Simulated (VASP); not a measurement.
Set up this calculation in VASP 6.6.1, as the native input.

```
Task                   : single point
Functional             : PBEsol
Potentials or basis    : VASP PAW PBE potentials, release 64 (B, N)
Cutoff                 : 600 eV
k mesh                 : 12 × 12 × 12
Occupations            : gaussian, width 0.02 eV
Spin                   : no spin polarisation
Dipole correction      : no
Further INCAR settings : ALGO = Normal; EDIFF = 1e-06; NBANDS = 11
```

The structure of BN lies in POSCAR:

```
BN
1.0
    0.0000000000      1.8025451213      1.8025451213
    1.8025451213      0.0000000000      1.8025451213
    1.8025451213      1.8025451213      0.0000000000
B N
1 1
Direct
    0.0000000000      0.0000000000      0.0000000000
    0.2500000000      0.2500000000      0.2500000000
```

One way to write it, as run:

INCAR

```
SYSTEM = BN
ALGO = Normal
EDIFF = 1E-6
ENCUT = 600
GGA = PS
GGA_COMPAT = .False.
ISIF = 2
ISMEAR = 0
LASPH = .True.
LCHARG = .False.
LREAL = .False.
LWAVE = .False.
NBANDS = 11
NELM = 120
PREC = Accurate
SIGMA = 0.02
```

KPOINTS

```
k-points
0
Gamma
  12 12 12
  0 0 0
```

Potentials or basis: VASP PAW PBE potentials, release 64 (B, N).

Run with:

```bash
$ cat potpaw_PBE.64/B/POTCAR potpaw_PBE.64/N/POTCAR > POTCAR
$ mpirun -np 1 vasp_std > vasp.out
```

It gave:

| Quantity | Value |
| --- | --- |
| Pressure | 0.5 GPa |
| Band gap on the k mesh | 4.29 eV (least direct gap 8.80 eV) |

Caveat: the PAW data sets were made with another functional, which shifts forces and pressure a little.

Wall time 8.2 s on 1 thread of Intel(R) Xeon(R) Platinum 8259CL CPU @ 2.50GHz (Skylake/Cascade Lake), on a shared host, peak memory 0.12 GiB.
